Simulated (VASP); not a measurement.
# Na3Al (Fm-3m) in VASP: single point with LDA

Aim: the single point of Na3Al with LDA.

Everything below comes from runs of VASP 6.6.1. Logs are shortened: lines on timing, memory, paths and dates and some standing lists are left out, and cuts for length are marked.

**1. The cell of the first run**

The structure is cubic, space group Fm-3m (No. 225). Conventional cell: a = 7.666 Å, b = 7.666 Å, c = 7.666 Å, α = 90.00°, β = 90.00°, γ = 90.00°. Within 4.4 Å of Na (site symmetry -43m) lie 10 Na at 3.32 to 3.83 Å and 4 Al at 3.32 Å. Within 4.4 Å of Na (site symmetry m-3m) lie 8 Na at 3.32 Å and 6 Al at 3.83 Å. Within 4.4 Å of Al (site symmetry m-3m) lie 14 Na at 3.32 to 3.83 Å.

**2. Single point, LDA**

File INCAR:

```
SYSTEM = Na3Al
PREC = Accurate ; ENCUT = 500
EDIFF = 1E-6 ; ISMEAR = 0
SIGMA = 0.1 ; LREAL = .False.
LASPH = .True. ; NELM = 120
ALGO = Normal ; ISIF = 2
LWAVE = .False. ; LCHARG = .False.
GGA = CA ; NBANDS = 20
GGA_COMPAT = .False.
```

File KPOINTS:

```
regular mesh
0
Gamma
  5 5 5
  0 0 0
```

File POSCAR:

```
Na3Al
1.0
    0.0000000000      3.8330040000      3.8330040000
    3.8330040000      0.0000000000      3.8330040000
    3.8330040000      3.8330040000      0.0000000000
Na Al
3 1
Direct
    0.2500000000      0.2500000000      0.2500000000
    0.7500000000      0.7500000000      0.7500000000
    0.5000000000      0.5000000000      0.5000000000
    0.0000000000      0.0000000000      0.0000000000
```

Potentials or basis: VASP PAW LDA potentials, release 64 (Na_pv, Al).

On the command line:

```
$ cat potpaw_LDA.64/Na_pv/POTCAR potpaw_LDA.64/Al/POTCAR > POTCAR
$ mpirun -np 1 vasp_std > vasp.out
```

OUTCAR:

```text
SYSTEM = Na3Al
   PREC = Accurate
   ENCUT = 500
   EDIFF = 1E-6
   ISMEAR = 0
   LREAL = .False.
   LASPH = .True.
   NELM = 120
   ISIF = 2
   GGA = CA

 ion  position               nearest neighbor table
   1  0.250  0.250  0.250-
   2  0.750  0.750  0.750-
   3  0.500  0.500  0.500-
   4  0.000  0.000  0.000-

  LATTYP: Found a face centered cubic cell.
 ALAT       =     7.6660080000

  Lattice vectors:

 A1 = (   0.0000000000,   3.8330040000,   3.8330040000)
 A2 = (   3.8330040000,   0.0000000000,   3.8330040000)
 A3 = (   3.8330040000,   3.8330040000,   0.0000000000)

Analysis of symmetry for initial positions (statically):
=====================================================================
 Subroutine PRICEL returns:
 Original cell was already a primitive cell.

 Routine SETGRP: Setting up the symmetry group for a
 face centered cubic supercell.

 Subroutine GETGRP returns: Found 48 space group operations
 (whereof 48 operations were pure point group operations)
 out of a pool of 48 trial point group operations.

The static configuration has the point symmetry O_h .

Analysis of symmetry for dynamics (positions and initial velocities):
=====================================================================
 Subroutine PRICEL returns:
 Original cell was already a primitive cell.

 Routine SETGRP: Setting up the symmetry group for a
 face centered cubic supercell.

 Subroutine GETGRP returns: Found 48 space group operations
 (whereof 48 operations were pure point group operations)
 out of a pool of 48 trial point group operations.

The dynamic configuration has the point symmetry O_h .

 Subroutine INISYM returns: Found 48 space group operations
 (whereof 48 operations are pure point group operations),
 and found     1 'primitive' translations

----------------------------------------------------------------------------------------

                                     Primitive cell

  volume of cell :     112.6284

  direct lattice vectors                    reciprocal lattice vectors
     0.000000000  3.833004000  3.833004000    -0.130445990  0.130445990  0.130445990
     3.833004000  0.000000000  3.833004000     0.130445990 -0.130445990  0.130445990
     3.833004000  3.833004000  0.000000000     0.130445990  0.130445990 -0.130445990

  length of vectors
     5.420686241  5.420686241  5.420686241     0.225939082  0.225939082  0.225939082

  position of ions in fractional coordinates (direct lattice)
     0.250000000  0.250000000  0.250000000
     0.750000000  0.750000000  0.750000000
     0.500000000  0.500000000  0.500000000
     0.000000000  0.000000000  0.000000000

  ion indices of the primitive-cell ions
   primitive index   ion index
                 1           1
                 2           2
                 3           3
                 4           4

----------------------------------------------------------------------------------------

 KPOINTS: regular mesh

Automatic generation of k-mesh.
 Grid dimensions read from file:
 generate k-points for:    5    5    5

 Generating k-lattice:

  Cartesian coordinates                     Fractional coordinates (reciprocal lattice)
    -0.026089198  0.026089198  0.026089198     0.200000000  0.000000000  0.000000000
     0.026089198 -0.026089198  0.026089198     0.000000000  0.200000000  0.000000000
     0.026089198  0.026089198 -0.026089198     0.000000000  0.000000000  0.200000000

  Length of vectors
     0.045187816  0.045187816  0.045187816

  Shift w.r.t. Gamma in fractional coordinates (k-lattice)
     0.000000000  0.000000000  0.000000000

 Subroutine IBZKPT returns following result:
 ===========================================

 Found     10 irreducible k-points:

 Following reciprocal coordinates:
            Coordinates               Weight
  0.000000  0.000000  0.000000      1.000000
  0.200000  0.000000  0.000000      8.000000
  0.400000  0.000000  0.000000      8.000000
  0.200000  0.200000  0.000000      6.000000
  0.400000  0.200000  0.000000     24.000000
 -0.400000  0.200000  0.000000     24.000000
 -0.200000  0.200000  0.000000     12.000000
  0.400000  0.400000  0.000000      6.000000
 -0.400000  0.400000  0.000000     12.000000
 -0.400000  0.400000  0.200000     24.000000
   k-points           NKPTS =     10   k-points in BZ     NKDIM =     10   number of bands    NBANDS=     20
   number of dos      NEDOS =    301   number of ions     NIONS =      4
   total plane-waves  NPLWV =  64000
   dimension x,y,z NGX =    40 NGY =   40 NGZ =   40
   dimension x,y,z NGXF=    80 NGYF=   80 NGZF=   80
   ions per type =               3   1
   NGX,Y,Z   is equivalent  to a cutoff of  12.27, 12.27, 12.27 a.u.
   NGXF,Y,Z  is equivalent  to a cutoff of  24.54, 24.54, 24.54 a.u.
 SYSTEM =  Na3Al
   PREC   = accura    normal or accurate (medium, high low for compatibility)
   ISTART =      0    job   : 0-new  1-cont  2-samecut
   ICHARG =      2    charge: 1-file 2-atom 10-const
   ISPIN  =      1    spin polarized calculation?
   LNONCOLLINEAR =      F non collinear calculations
   LSORBIT =      F    spin-orbit coupling
   LASPH  =      T    aspherical Exc in radial PAW
   ENCUT  =  500.0 eV  36.75 Ry    6.06 a.u.   9.88  9.88  9.88*2*pi/ulx,y,z
   NELM   =    120;   NELMIN=  2; NELMDL= -5     # of ELM steps
   EDIFF  = 0.1E-05   stopping-criterion for ELM
   LREAL  =      F    real-space projection
   EDIFFG = 0.1E-04   stopping-criterion for IOM
   NSW    =      0    number of steps for IOM
   IBRION =     -1    ionic relax: 0-MD 1-quasi-New 2-CG
   NFREE  =      0    steps in history (QN), initial steepest desc. (CG)
   ISIF   =      2    stress and relaxation
   ISYM   =      2    0-nonsym 1-usesym 2-fastsym
   POTIM  = 0.5000    time-step for ionic-motion
   TEBEG  =    0.0;   TEEND  =   0.0 temperature during run
   PSTRESS=    0.0 pullay stress
   NELECT =      24.0000    total number of electrons
   NUPDOWN=      -1.0000    fix difference up-down
   EMIN   =  10.00;   EMAX   =-10.00  energy-range for DOS
   EFERMI =   0.00;   METHOD = LEGACY
   ISMEAR =     0;   SIGMA  =   0.10  broadening in eV -4-tet -1-fermi 0-gaus
   EFERMI_NEDOS =   21; number of points for ismear=-14 and -15
   IALGO  =     38    algorithm
   IMIX   =      4    mixing-type and parameters
     AMIX     =   0.40;   BMIX     =  1.00
     AMIX_MAG =   1.60;   BMIX_MAG =  1.00
  volume/ion in A,a.u.               =      28.16       190.01
  Fermi-wavevector in a.u.,A,eV,Ry     =   0.977828  1.847828 13.009188  0.956148
  Thomas-Fermi vector in A             =   2.108556
   LORBIT       =      0    0 simple, 1 ext, 2 COOP (PROOUT), +10 PAW based schemes
   GGA     = CA    functional components
   LHFCALC =     F    Hartree Fock is set to
   AEXX    =    0.0000 exact exchange contribution
   IVDW    =     0    specifies the selected vdW correction
   LEPSILON=     F    determine dielectric tensor
   LRPA    =     F    only Hartree local field effects (RPA)
 non-spin polarized calculation
 Gauss-broadening in eV      SIGMA  =   0.10
  energy-cutoff  :      500.00
  volume of cell :      112.63
 maximum number of plane-waves:      2870
   NGX = 19   NGY = 19   NGZ = 19

 number of electron      23.9999979 magnetization

 Free energy of the ion-electron system (eV)
  ---------------------------------------------------
  ext. energy  EPLUGINS =         0.00000000
  ---------------------------------------------------
  free energy    TOTEN  =        -7.88239670 eV

  energy without entropy =       -7.86352835  energy(sigma->0) =       -7.87296252

 E-fermi :   1.2350     XC(G=0):  -7.7775

 val. band max:        1.1968016415   @ k =   0.4000   0.2000   0.0000
 cond. band min:       1.2616831795   @ k =  -0.4000   0.4000   0.0000
 fundamental gap:      0.0648815379
 Fermi energy:         1.2349766419

 k-point     1 :       0.0000    0.0000    0.0000
  band No.  band energies     occupation
      1     -23.4634      2.00000
      2     -23.4634      2.00000
      3     -23.4634      2.00000
      4     -23.0413      2.00000
      5     -23.0413      2.00000
      6     -23.0413      2.00000
[... 12 lines left out ...]
     19       6.1884      0.00000
     20       6.7063      0.00000

 k-point     2 :       0.2000    0.0000    0.0000
  band No.  band energies     occupation
      1     -23.4637      2.00000
      2     -23.4637      2.00000
      3     -23.4636      2.00000
      4     -23.0399      2.00000
      5     -23.0399      2.00000
      6     -23.0395      2.00000
[... 12 lines left out ...]
     19       5.5035      0.00000
     20       6.2570      0.00000

 k-point     3 :       0.4000    0.0000    0.0000
  band No.  band energies     occupation
      1     -23.4640      2.00000
      2     -23.4640      2.00000
      3     -23.4638      2.00000
      4     -23.0364      2.00000
      5     -23.0364      2.00000
      6     -23.0364      2.00000
[... 12 lines left out ...]
     19       6.9424      0.00000
     20       7.3443      0.00000

 k-point     4 :       0.2000    0.2000    0.0000
  band No.  band energies     occupation
      1     -23.4639      2.00000
      2     -23.4639      2.00000
      3     -23.4632      2.00000
      4     -23.0411      2.00000
      5     -23.0411      2.00000
      6     -23.0359      2.00000
[... 107 lines left out ...]
 k-point     9 :      -0.4000    0.4000    0.0000
  band No.  band energies     occupation
      1     -23.4647      2.00000
      2     -23.4647      2.00000
      3     -23.4631      2.00000
      4     -23.0446      2.00000
      5     -23.0399      2.00000
      6     -23.0393      2.00000
[... 12 lines left out ...]
     19       7.4208      0.00000
     20       9.2046      0.00000

 k-point    10 :      -0.4000    0.4000    0.2000
  band No.  band energies     occupation
      1     -23.4648      2.00000
      2     -23.4641      2.00000
      3     -23.4635      2.00000
      4     -23.0430      2.00000
      5     -23.0411      2.00000
      6     -23.0360      2.00000
[... 12 lines left out ...]
     19       7.1978      0.00000
     20       8.9107      0.00000

------------------------ aborting loop because EDIFF is reached ----------------------------------------

  FORCE on cell =-STRESS in cart. coord.  units (eV):
  Direction    XX          YY          ZZ          XY          YZ          ZX
  --------------------------------------------------------------------------------------
  -------------------------------------------------------------------------------------
  Total       -0.8830200     -0.8830200     -0.8830200     -0.0000000      0.0000000     -0.0000000
  in kB      -12.5612624    -12.5612624    -12.5612624     -0.0000000      0.0000000     -0.0000000
  external PRESSURE =     -12.5612624 kB  Pullay stress =       0.0000000 kB

 VOLUME and BASIS-vectors are now :
 -----------------------------------------------------------------------------
  energy-cutoff  :      500.00
  volume of cell :      112.63
      direct lattice vectors                 reciprocal lattice vectors
     0.000000000  3.833004000  3.833004000    -0.130445990  0.130445990  0.130445990
     3.833004000  0.000000000  3.833004000     0.130445990 -0.130445990  0.130445990
     3.833004000  3.833004000  0.000000000     0.130445990  0.130445990 -0.130445990

 POSITION                                       TOTAL-FORCE (eV/Angst)
 -----------------------------------------------------------------------------------
      1.91650      1.91650      1.91650         0.000000      0.000000      0.000000
      5.74951      5.74951      5.74951        -0.000000     -0.000000     -0.000000
      3.83300      3.83300      3.83300        -0.000000     -0.000000     -0.000000
      0.00000      0.00000      0.00000        -0.000000     -0.000000     -0.000000
 -----------------------------------------------------------------------------------
    total drift:                               -0.000000     -0.000000      0.000000

  FREE ENERGIE OF THE ION-ELECTRON SYSTEM (eV)
  ---------------------------------------------------
  free  energy   TOTEN  =        -7.8823967034 eV

  energy  without entropy=       -7.8635283459  energy(sigma->0) =       -7.87296252
```

Wall time 24 s (1 thread of Intel Xeon Platinum 8375C at 2.90GHz (Ice Lake), shared host); peak memory 0.19 GiB.

What came out:

| Quantity | Value |
| --- | --- |
| Free energy | -7.8824 eV |
| Pressure | -1.3 GPa |
| Band gap on the k mesh | zero (bands 12 and 13 overlap by 1.56 eV) |
